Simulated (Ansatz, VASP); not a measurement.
# AlN in VASP and in Ansatz

File POSCAR:

```
AlN
1.0
    3.1066945029      0.0000000000      0.0000000000
   -1.5533472514      2.6904763613      0.0000000000
    0.0000000000      0.0000000000      4.9785885515
Al N
2 2
Direct
    0.3333333333      0.6666666667     -0.0007956040
    0.6666666667      0.3333333333      0.4992043960
    0.3333333333      0.6666666667      0.3807956040
    0.6666666667      0.3333333333      0.8807956040
```

Contents of INCAR.step1:

```
SYSTEM = AlN
  PREC = Accurate
  ENCUT = 520
  EDIFF = 1E-5
  ISMEAR = 0
  SIGMA = 0.01
  LREAL = .FALSE.
  LASPH = .TRUE.
  NELM = 60
  ALGO = Normal
  ISIF = 2
  LWAVE = .TRUE.
  LCHARG = .FALSE.
  NBANDS = 16
  GGA = PE
```

The input INCAR.step2:

```
SYSTEM = AlN
  PREC = Accurate
  ENCUT = 520
  EDIFF = 1E-6
  ISMEAR = 0
  SIGMA = 0.01
  LREAL = .FALSE.
  LASPH = .TRUE.
  NELM = 60
  ALGO = Normal
  ISIF = 2
  LWAVE = .FALSE.
  LCHARG = .FALSE.
  METAGGA = R2SCAN
  LHFCALC = .TRUE.
  AEXX = 0.25
  LMIXTAU = .TRUE.
  PRECFOCK = Normal
  NBANDS = 16
  ISTART = 1
```

Contents of KPOINTS:

```
Automatic mesh
0
G
  6 6 4
  0 0 0
```

Input for Ansatz:

```yaml
crystal:
  lattice:
    - [3.1066945029, 0.0, 0.0]
    - [-1.5533472514, 2.6904763613, 0.0]
    - [0.0, 0.0, 4.9785885515]
  atoms:
    - { symbol: Al, position: [0.3333333333, 0.6666666667, -0.000795604] }
    - { symbol: Al, position: [0.6666666667, 0.3333333333, 0.499204396] }
    - { symbol: "N", position: [0.3333333333, 0.6666666667, 0.380795604] }
    - { symbol: "N", position: [0.6666666667, 0.3333333333, 0.880795604] }
kpoints:
  mp_grid: { grid: [6, 6, 4] }
  band_path:
    path:
      - [0.0, 0.0, 0.0]
      - [0.5, 0.0, 0.0]
      - [0.3333333333, 0.3333333333, 0.0]
      - [0.0, 0.0, 0.5]
      - [0.5, 0.0, 0.5]
      - [0.3333333333, 0.3333333333, 0.5]
    npoints: 1
hamiltonian:
  xc: r2scan0
scf:
  occupations: { method: fixed }
  n_extra_bands: 5
output:
  forces: true
  stress: true
  eigenvalues: true
```

Alike in both runs: task single point; functional r2SCAN0; k mesh 6 × 6 × 4; no spin polarisation.

```csv
,VASP,Ansatz
version,VASP 6.6.1,Ansatz 0.2.0
potentials or method,"VASP PAW PBE potentials, release 64 (Al, N)","plane waves, PAW"
plane-wave cutoff (eV),520,500
occupations,"gaussian, width 0.01 eV",fixed
valence electrons in the cell,16,16
```

```csv
,VASP,Ansatz,Ansatz less VASP
gap on the k mesh at the Fermi level (eV),6.76,6.74,-0.024
pressure (GPa),-3.4,-3.3,+0.10
"traceless stress, the component that is largest in VASP (GPa)",-0.02,-0.09,-0.071
```

VASP's potentials were made for PBE, not for r2SCAN0. Ansatz's warnings: stress exchange threshold loose, stress scf threshold loose.
